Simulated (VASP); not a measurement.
# GaN (P6_3mc) in VASP: notebook

The runs below take GaN through single point, with r2SCAN.

Program: VASP 6.6.1. These are calculated values, not measurements. Logs are shortened: lines on timing, memory, paths and dates and some standing lists are left out, and cuts for length are marked.

## Step 1: The cell of the first run

It takes space group P6_3mc (No. 186, hexagonal). Conventional cell: a = 3.183 Å, b = 3.183 Å, c = 5.186 Å, α = 90.00°, β = 90.00°, γ = 120.00°. Within 2.6 Å of Ga (site symmetry 3m) lie 4 N at 1.95 Å. N (site symmetry 3m) has 4 Ga at 1.95 Å within 2.6 Å.

## Step 2: Single point, r2SCAN

POSCAR reads:

```
GaN
1.0
    3.1828215348      0.0000000000      0.0000000000
   -1.5914107674      2.7564043048      0.0000000000
    0.0000000000      0.0000000000      5.1856745519
Ga N
2 2
Direct
    0.3333333333      0.6666666667      0.0001943559
    0.6666666667      0.3333333333      0.5001943559
    0.3333333333      0.6666666667      0.3768056441
    0.6666666667      0.3333333333      0.8768056441
```

INCAR.step1 reads:

```
SYSTEM = GaN
PREC     = Accurate       ! precision mode
ENCUT    = 520            ! plane-wave cutoff, eV
ISMEAR   = 0              ! smearing method
SIGMA    = 0.01           ! smearing width, eV
LREAL    = .False.        ! projectors in reciprocal space
LASPH    = .True.         ! aspherical terms in the spheres
NELM     = 100            ! most SCF steps
NBANDS   = 26             ! bands
GGA      = PE             ! functional
ALGO     = Normal         ! electronic algorithm
EDIFF    = 1E-4           ! SCF threshold, eV
LWAVE    = .True.         ! write WAVECAR
LCHARG   = .False.        ! write CHGCAR
```

INCAR.step2 reads:

```
SYSTEM = GaN
PREC     = Accurate       ! precision mode
ENCUT    = 520            ! plane-wave cutoff, eV
EDIFF    = 1E-7           ! SCF threshold, eV
ISMEAR   = 0              ! smearing method
SIGMA    = 0.01           ! smearing width, eV
LREAL    = .False.        ! projectors in reciprocal space
LASPH    = .True.         ! aspherical terms in the spheres
NELM     = 100            ! most SCF steps
ALGO     = Normal         ! electronic algorithm
ISIF     = 2              ! what is computed and relaxed
LWAVE    = .False.        ! write WAVECAR
LCHARG   = .True.         ! write CHGCAR
METAGGA  = R2SCAN         ! meta-GGA
LMIXTAU  = .True.       
LELF     = .True.         ! ELF
LVHAR    = .True.       
NBANDS   = 26             ! bands
ISTART   = 1
```

KPOINTS reads:

```
Automatic mesh
0
Gamma
  12 12 6
  0 0 0
```

Potentials or basis: VASP PAW PBE potentials, release 64 (Ga_d, N).

The run is started by

```console
> cat potpaw_PBE.64/Ga_d/POTCAR potpaw_PBE.64/N/POTCAR > POTCAR
> cp INCAR.step1 INCAR
> mpirun -np 1 vasp_std > vasp.out
> cp INCAR.step2 INCAR
> mpirun -np 1 vasp_std > vasp.out
```

OUTCAR:

```text
SYSTEM = GaN
   PREC = Accurate
   ENCUT = 520
   EDIFF = 1E-7
   ISMEAR = 0
   LREAL = .False.
   LASPH = .True.
   NELM = 100
   ISIF = 2
   METAGGA = R2SCAN
   ISTART = 1

 ion  position               nearest neighbor table
   1  0.333  0.667  0.000-   4 1.95   4 1.95   4 1.95   3 1.95
   2  0.667  0.333  0.500-   3 1.95   3 1.95   3 1.95   4 1.95
   3  0.333  0.667  0.377-   2 1.95   2 1.95   2 1.95   1 1.95
   4  0.667  0.333  0.877-   1 1.95   1 1.95   1 1.95   2 1.95

  LATTYP: Found a hexagonal cell.
 ALAT       =     3.1828215348
 C/A-ratio  =     1.6292696575

  Lattice vectors:

 A1 = (   3.1828215348,   0.0000000000,   0.0000000000)
 A2 = (  -1.5914107674,   2.7564043048,   0.0000000000)
 A3 = (   0.0000000000,   0.0000000000,   5.1856745519)

Analysis of symmetry for initial positions (statically):
=====================================================================
 Subroutine PRICEL returns:
 Original cell was already a primitive cell.

 Routine SETGRP: Setting up the symmetry group for a
 hexagonal supercell.

 Subroutine GETGRP returns: Found 12 space group operations
 (whereof  6 operations were pure point group operations)
 out of a pool of 24 trial point group operations.

The static configuration has the point symmetry C_3v.
 The point group associated with its full space group is C_6v.

Analysis of symmetry for dynamics (positions and initial velocities):
=====================================================================
 Subroutine PRICEL returns:
 Original cell was already a primitive cell.

 Routine SETGRP: Setting up the symmetry group for a
 hexagonal supercell.

 Subroutine GETGRP returns: Found 12 space group operations
 (whereof  6 operations were pure point group operations)
 out of a pool of 24 trial point group operations.

The dynamic configuration has the point symmetry C_3v.
 The point group associated with its full space group is C_6v.

 Subroutine INISYM returns: Found 12 space group operations
 (whereof  6 operations are pure point group operations),
 and found     1 'primitive' translations

----------------------------------------------------------------------------------------

                                     Primitive cell

  volume of cell :      45.4947

  direct lattice vectors                    reciprocal lattice vectors
     3.182821535  0.000000000  0.000000000     0.314186639  0.181395741  0.000000000
    -1.591410767  2.756404305  0.000000000     0.000000000  0.362791481  0.000000000
     0.000000000  0.000000000  5.185674552     0.000000000  0.000000000  0.192838943

  length of vectors
[... 90 lines left out ...]
   IBRION =     -1    ionic relax: 0-MD 1-quasi-New 2-CG
   NFREE  =      0    steps in history (QN), initial steepest desc. (CG)
   ISIF   =      2    stress and relaxation
   ISYM   =      2    0-nonsym 1-usesym 2-fastsym
   POTIM  = 0.5000    time-step for ionic-motion
   TEBEG  =    0.0;   TEEND  =   0.0 temperature during run
   PSTRESS=    0.0 pullay stress
   NELECT =      36.0000    total number of electrons
   NUPDOWN=      -1.0000    fix difference up-down
   EMIN   =  10.00;   EMAX   =-10.00  energy-range for DOS
   EFERMI =   0.00;   METHOD = LEGACY
   ISMEAR =     0;   SIGMA  =   0.01  broadening in eV -4-tet -1-fermi 0-gaus
   EFERMI_NEDOS =   21; number of points for ismear=-14 and -15
   IALGO  =     38    algorithm
   IMIX   =      4    mixing-type and parameters
     AMIX     =   0.40;   BMIX     =  1.00
     AMIX_MAG =   1.60;   BMIX_MAG =  1.00
  volume/ion in A,a.u.               =      11.37        76.75
  Fermi-wavevector in a.u.,A,eV,Ry     =   1.514220  2.861460 31.196265  2.292861
  Thomas-Fermi vector in A             =   2.623906
   LORBIT       =      0    0 simple, 1 ext, 2 COOP (PROOUT), +10 PAW based schemes
   METAGGA = R2SCAN    functional components
   LHFCALC =     F    Hartree Fock is set to
   AEXX    =    0.0000 exact exchange contribution
   IVDW    =     0    specifies the selected vdW correction
   LEPSILON=     F    determine dielectric tensor
   LRPA    =     F    only Hartree local field effects (RPA)
 non-spin polarized calculation
 Gauss-broadening in eV      SIGMA  =   0.01
  energy-cutoff  :      520.00
  volume of cell :       45.49
 maximum number of plane-waves:      1248
 NGX is ok and might be reduce to    24
   NGX = 11   NGY = 11   NGZ = 19

 number of electron      35.9999991 magnetization

 Free energy of the ion-electron system (eV)
  ---------------------------------------------------
  ext. energy  EPLUGINS =         0.00000000
  ---------------------------------------------------
  free energy    TOTEN  =       -43.82119377 eV

  energy without entropy =      -43.82119377  energy(sigma->0) =      -43.82119377

 E-fermi :   5.1688     XC(G=0): -12.6625

 val. band max:        5.1005916602   @ k =   0.0000   0.0000   0.0000
 cond. band min:       7.4403939724   @ k =   0.0000   0.0000   0.0000
 fundamental gap:      2.3398023122
 Fermi energy:         5.1687663221

 k-point     1 :       0.0000    0.0000    0.0000
  band No.  band energies     occupation
      1     -11.7113      2.00000
      2     -10.7056      2.00000
      3      -8.7297      2.00000
      4      -8.7135      2.00000
      5      -8.7135      2.00000
      6      -8.6450      2.00000
[... 685 lines left out ...]
     25      17.2362      0.00000
     26      19.0385      0.00000

 [... further k-points ...]

------------------------ aborting loop because EDIFF is reached ----------------------------------------

  FORCE on cell =-STRESS in cart. coord.  units (eV):
  Direction    XX          YY          ZZ          XY          YZ          ZX
  --------------------------------------------------------------------------------------
  -------------------------------------------------------------------------------------
  Total        0.3178356      0.3178356      0.2598967      0.0000000      0.0000000      0.0000000
  in kB       11.1931575     11.1931575      9.1527361      0.0000000      0.0000000      0.0000000
  external PRESSURE =      10.5130170 kB  Pullay stress =       0.0000000 kB

 VOLUME and BASIS-vectors are now :
 -----------------------------------------------------------------------------
  energy-cutoff  :      520.00
  volume of cell :       45.49
      direct lattice vectors                 reciprocal lattice vectors
     3.182821535  0.000000000  0.000000000     0.314186639  0.181395741  0.000000000
    -1.591410767  2.756404305  0.000000000     0.000000000  0.362791481  0.000000000
     0.000000000  0.000000000  5.185674552     0.000000000  0.000000000  0.192838943

 POSITION                                       TOTAL-FORCE (eV/Angst)
 -----------------------------------------------------------------------------------
     -0.00000      1.83760      0.00101        -0.000000      0.000000      0.004995
      1.59141      0.91880      2.59385         0.000000     -0.000000      0.004995
     -0.00000      1.83760      1.95399         0.000000     -0.000000     -0.004995
      1.59141      0.91880      4.54683         0.000000     -0.000000     -0.004995
 -----------------------------------------------------------------------------------
    total drift:                                0.000002      0.000003      0.058398

  FREE ENERGIE OF THE ION-ELECTRON SYSTEM (eV)
  ---------------------------------------------------
  free  energy   TOTEN  =       -43.8211937669 eV

  energy  without entropy=      -43.8211937669  energy(sigma->0) =      -43.82119377
```

Run time: 7.6 min. Hardware: 1 thread of Intel Xeon 8259CL, shared host; peak memory 0.22 GiB.

Results:

```
Free energy            : -43.8212 eV
Pressure               : 1.1 GPa
Largest force          : 0.005 eV/Å
Band gap on the k mesh : 2.34 eV
```

Forces in eV/Å, atoms in the order of the input:
```
Ga   0.000  0.000  0.005
Ga   0.000  0.000  0.005
N    0.000  0.000 -0.005
N    0.000  0.000 -0.005
```

Stress tensor (GPa, compression positive):
```
1.12 0.00 0.00
0.00 1.12 0.00
0.00 0.00 0.92
```

Caveat: the PAW data sets were made with another functional, which shifts forces and pressure a little.

## Step 3: Single point, r2SCAN (atoms displaced along a vibrational mode)

POSCAR reads:

```
GaN
1.0
    3.1828215348      0.0000000000      0.0000000000
   -1.5914107674      2.7564043048      0.0000000000
    0.0000000000      0.0000000000      5.1856745519
Ga N
2 2
Direct
    0.3333333333      0.6666666667     -0.0090597975
    0.6666666667      0.3333333333      0.4909402025
    0.3333333333      0.6666666667      0.3860597975
    0.6666666667      0.3333333333      0.8860597975
```

INCAR.step1 reads:

```
SYSTEM = GaN
PREC = Accurate
ENCUT = 520
ISMEAR = 0
SIGMA = 0.01
LREAL = .FALSE.
LASPH = .TRUE.
NELM = 80
NBANDS = 26
GGA = PE
ALGO = Normal
EDIFF = 1E-4
LWAVE = .TRUE.
LCHARG = .FALSE.
```

INCAR.step2 reads:

```
SYSTEM = GaN
PREC = Accurate
ENCUT = 520
EDIFF = 1E-7
ISMEAR = 0
SIGMA = 0.01
LREAL = .FALSE.
LASPH = .TRUE.
NELM = 80
ALGO = Normal
ISIF = 2
LWAVE = .FALSE.
LCHARG = .FALSE.
METAGGA = R2SCAN
LMIXTAU = .TRUE.
NBANDS = 26
ISTART = 1
```

KPOINTS reads:

```
Automatic mesh
0
G
  12 12 6
  0 0 0
```

Potentials or basis: VASP PAW PBE potentials, release 64 (Ga_d, N).

The run is started by

```console
> cat potpaw_PBE.64/Ga_d/POTCAR potpaw_PBE.64/N/POTCAR > POTCAR
> cp INCAR.step1 INCAR
> mpirun -np 1 vasp_std > vasp.out
> cp INCAR.step2 INCAR
> mpirun -np 1 vasp_std > vasp.out
```

Run time: 6.3 min. Hardware: 1 thread of Intel Xeon 8259CL, shared host; peak memory 0.22 GiB.

The run converged. Its results:

- Free energy: -43.7267 eV
- Pressure: 2.0 GPa
- Largest force: 0.906 eV/Å
- Band gap on the k mesh: 2.24 eV

Forces in eV/Å, atoms in the order of the input:
```
Ga   0.000  0.000  0.906
Ga   0.000  0.000  0.906
N    0.000  0.000 -0.906
N    0.000  0.000 -0.906
```

Stress tensor (GPa, compression positive):
```
 4.94  0.00  0.00
 0.00  4.94  0.00
 0.00  0.00 -3.79
```

Levels at points of the mesh, in eV from the valence-band top:
| k point | band 15 | band 16 | band 17 | band 18 | band 19 | band 20 | band 21 | band 22 |
| --- | --- | --- | --- | --- | --- | --- | --- | --- |
| (0.00, 0.00, 0.00) | -1.20 | -0.23 | -0.23 | 0.00 | 2.24 | 4.52 | 9.88 | 10.45 |
| (0.50, 0.00, 0.00) | -4.16 | -3.05 | -2.07 | -1.42 | 5.38 | 6.00 | 6.50 | 9.21 |
| (0.00, 0.00, 0.50) | -0.72 | -0.72 | -0.72 | -0.72 | 4.63 | 4.63 | 8.92 | 8.92 |
| (0.50, 0.00, 0.50) | -2.29 | -2.29 | -1.88 | -1.88 | 4.84 | 4.84 | 8.05 | 8.05 |

Caveat: the cell differs from its parent crystal (atoms displaced along a vibrational mode); the PAW data sets were made with another functional, which shifts forces and pressure a little.

(Part 1 of 3 ends here.)
